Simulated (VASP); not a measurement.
A run of VASP 6.6.1 is set up as follows.

INCAR

```
PREC     = Accurate       # precision mode
ENCUT    = 500            # plane-wave cutoff, eV
EDIFF    = 1E-6           # SCF threshold, eV
ISMEAR   = 0              # smearing method
SIGMA    = 0.01           # smearing width, eV
LREAL    = False          # projectors in reciprocal space
LASPH    = True           # aspherical terms in the spheres
NELM     = 120            # most SCF steps
ALGO     = Normal         # electronic algorithm
ISIF     = 2              # what is computed and relaxed
LWAVE    = False          # write WAVECAR
LCHARG   = False          # write CHGCAR
GGA      = PE             # functional
NBANDS   = 16             # bands
GGA_COMPAT= False
```

KPOINTS

```
regular mesh
0
Gamma
  6 6 6
```

The input POSCAR:

```
CdS
1.0
    0.0000000000      2.9392087882      2.9392087882
    2.9392087882      0.0000000000      2.9392087882
    2.9392087882      2.9392087882      0.0000000000
Cd S
1 1
Direct
    0.0000000000      0.0000000000      0.0000000000
    0.2500000000      0.2500000000      0.2500000000
```

Potentials or basis: VASP PAW PBE potentials, release 64 (Cd, S).

Run with:

```console
$ cat potpaw_PBE.64/Cd/POTCAR potpaw_PBE.64/S/POTCAR > POTCAR
$ mpirun -np 1 vasp_std > vasp.out
```

(1) What does it give for the band gap on the k mesh?

(2) Estimate the pressure.

Results:

(1) 1.10 eV.

(2) 1.7 GPa.
